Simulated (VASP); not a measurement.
**GaN: relaxation of cell and atoms with r2SCAN**

The system is GaN.

```
Ga N
1.0
     3.18310    0.00000    0.00000
    -1.59155    2.75665    0.00000
     0.00000    0.00000    5.18360
Ga N
2 2
Direct
  0.33333 0.66667 0.99911
  0.66667 0.33333 0.49911
  0.33333 0.66667 0.37589
  0.66667 0.33333 0.87589
```

```json
{
  "Program": "VASP 6.6.1",
  "Task": "relaxation of cell and atoms",
  "Functional": "r2SCAN",
  "Potentials or basis": "VASP PAW PBE potentials, release 64 (Ga_d, N)",
  "Cutoff": "600 eV",
  "k mesh": "8 × 8 × 4",
  "Occupations": "gaussian, width 0.01 eV",
  "Spin": "no spin polarisation",
  "Target pressure": "4 GPa",
  "Dipole correction": "no",
  "Further INCAR settings": "ALGO = Normal; EDIFF = 1e-07; IBRION = 2; EDIFFG = -0.002; NSW = 100; ISIF = 3"
}
```

```json
{
  "Relaxed volume": "11.21 Å³/atom",
  "Relaxed cell": "a = 3.168 Å, b = 3.168 Å, c = 5.161 Å, α = 90.00°, β = 90.00°, γ = 120.00°",
  "Space group after relaxing (to 0.05 Å)": "P6_3mc (No. 186)",
  "Energy change on relaxing (the enthalpy is what falls)": "+2.5 meV/atom",
  "Ionic steps": "8",
  "Pressure after relaxing": "4.0 GPa",
  "Band gap on the k mesh": "2.44 eV, direct"
}
```

Step by step:
```csv
step,energy change (eV),largest force (eV/Å),pressure (GPa),volume (Å³)
1,0.0000,0.0001,1.12,45.48
2,0.0348,0.0134,7.49,44.15
3,0.0101,0.0066,4.04,44.85
4,0.0098,0.0065,3.98,44.86
5,0.0098,0.0002,3.98,44.86
6,0.0098,0.0008,3.98,44.86
7,0.0100,0.0005,4.03,44.85
8,0.0100,0.0006,4.02,44.85
```

Final structure:
```
Ga N
1.0
     3.16780    0.00000    0.00000
    -1.58390    2.74339    0.00000
     0.00000    0.00000    5.16067
Ga N
2 2
Direct
  0.33333 0.66667 0.99918
  0.66667 0.33333 0.49918
  0.33333 0.66667 0.37582
  0.66667 0.33333 0.87582
```

Levels at points of the mesh, in eV from the valence-band top:
| k point | band 15 | band 16 | band 17 | band 18 | band 19 | band 20 | band 21 | band 22 |
| --- | --- | --- | --- | --- | --- | --- | --- | --- |
| (0.00, 0.00, 0.00) | -1.08 | -0.04 | 0.00 | 0.00 | 2.44 | 4.91 | 10.04 | 10.68 |
| (0.50, 0.00, 0.00) | -4.37 | -2.89 | -2.28 | -1.05 | 5.63 | 6.20 | 6.59 | 9.47 |
| (0.00, 0.00, 0.50) | -0.56 | -0.56 | -0.56 | -0.56 | 4.86 | 4.86 | 9.26 | 9.26 |
| (0.50, 0.00, 0.50) | -2.04 | -2.04 | -1.99 | -1.99 | 4.94 | 4.94 | 8.51 | 8.51 |

Wall time 6.3 min on 1 thread of Intel(R) Xeon(R) 6975P-C (Granite Rapids), with other jobs on the host, peak memory 0.21 GiB.

Caveat: the cell is relaxed towards a set pressure, so the enthalpy falls and the energy may rise; the PAW data sets were made with another functional, which shifts forces and pressure a little. r2SCAN opens gaps a little over a GGA but as a rule still falls short of measured ones.
